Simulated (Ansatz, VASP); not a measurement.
# CdTe in VASP and in Ansatz

```xyz
2
Lattice="0.0000 3.1488 3.4485 3.1488 0.0000 3.4485 3.1488 3.1488 0.0000" Properties=species:S:1:pos:R:3 pbc="T T T"
Cd    0.0000    0.0000    0.0000
Te    1.5744    1.5744    1.7243
```

Change from the starting cell: epitaxial_xy strain -4.0%.

Alike in both runs: task single point; functional HSE06; k mesh 4 × 4 × 4; no spin polarisation.

|  | VASP | Ansatz |
| --- | --- | --- |
| version | VASP 6.6.1 | Ansatz 0.2.0 |
| potentials or method | VASP PAW PBE potentials, release 64 (Cd, Te) | plane waves, PAW |
| plane-wave cutoff (eV) | 520 | 420 |
| occupations | gaussian, width 0.01 eV | fixed |
| valence electrons in the cell | 18 | 36 |

Ansatz gave:

| Quantity | Value |
| --- | --- |
| gap on the k mesh at the Fermi level (eV) | 1.48 |
| pressure (GPa) | 1.5 |
| traceless stress, the component that is largest in VASP (GPa) | -1.28 |

**Question.** Which values does VASP return?

**Answer.** gap on the k mesh at the Fermi level (eV): 1.39; pressure (GPa): 1.4; traceless stress, the component that is largest in VASP (GPa): -1.28.

VASP's potentials hold 18 valence electrons a cell and Ansatz's 36, so a difference there can come from the potentials and not from the codes. Ansatz's warnings: stress exchange threshold loose, stress scf threshold loose.

Neither program's run includes spin-orbit coupling.
